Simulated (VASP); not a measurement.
Here is a VASP 6.6.1 calculation.

Contents of INCAR:

```
ALGO = Normal
EDIFF = 1E-6
ENCUT = 520
GGA = PE
ISIF = 2
ISMEAR = -1
ISPIN = 2
KPAR = 4
LASPH = True
LCHARG = False
LMAXMIX = 4
LORBIT = 11
LREAL = False
LWAVE = False
MAGMOM = 4.5 4.5 4.5 4.5 -4.5 -4.5 0 0
NBANDS = 67
NELM = 150
PREC = Accurate
SIGMA = 0.05
```

The input KPOINTS:

```
k-points
0
Gamma
  7 7 8
```

POSCAR

```
Mn3Sn
1.0
    5.6700000000      0.0000000000      0.0000000000
   -2.8350000000      4.9103640400      0.0000000000
    0.0000000000      0.0000000000      4.5300000000
Mn Sn
6 2
Direct
    0.8330000000      0.6660000000      0.2500000000
    0.1670000000      0.8330000000      0.7500000000
    0.3340000000      0.1670000000      0.2500000000
    0.1670000000      0.3340000000      0.7500000000
    0.8330000000      0.1670000000      0.2500000000
    0.6660000000      0.8330000000      0.7500000000
    0.3333333300      0.6666666700      0.2500000000
    0.6666666700      0.3333333300      0.7500000000
```

Potentials or basis: VASP PAW PBE potentials, release 64 (Mn_pv, Sn_d).

Run with:

```console
$ cat potpaw_PBE.64/Mn_pv/POTCAR potpaw_PBE.64/Sn_d/POTCAR > POTCAR
$ mpirun -np 4 vasp_std > vasp.out
```

(1) Predict the pressure.

(2) Estimate the largest force.

Answers

(1) -4.3 GPa.

(2) 0.715 eV/Å.

Caveat: the cell stands under tension.
